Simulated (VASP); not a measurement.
The system is CdSe (Cadmoselite).

```
CELL_PARAMETERS angstrom
4.34072 0.00000 0.00000
-2.17036 3.75917 0.00000
0.00000 0.00000 7.07666
ATOMIC_POSITIONS crystal
Cd 0.33333 0.66667 0.00452
Cd 0.66667 0.33333 0.50452
Se 0.33333 0.66667 0.38048
Se 0.66667 0.33333 0.88048
```

Program: VASP 6.6.1. Alike in all runs: task single point; no spin polarisation; cell as given; k mesh 12 × 12 × 4; cutoff (eV) 520.

Problem. Order these runs on this cell by their band gap on the k mesh, lowest first.
A. level LDA; potentials or basis VASP PAW LDA potentials, release 64 (Cd, Se); smearing gaussian 0.01 eV
B. level PBE; potentials or basis VASP PAW PBE potentials, release 64 (Cd, Se); smearing fermi-dirac 0.02 eV
C. level r2SCAN; potentials or basis VASP PAW PBE potentials, release 64 (Cd, Se); smearing gaussian 0.01 eV

Solution. A (0.36 eV), B (0.61 eV), C (1.09 eV).

A k mesh can miss the band edges.
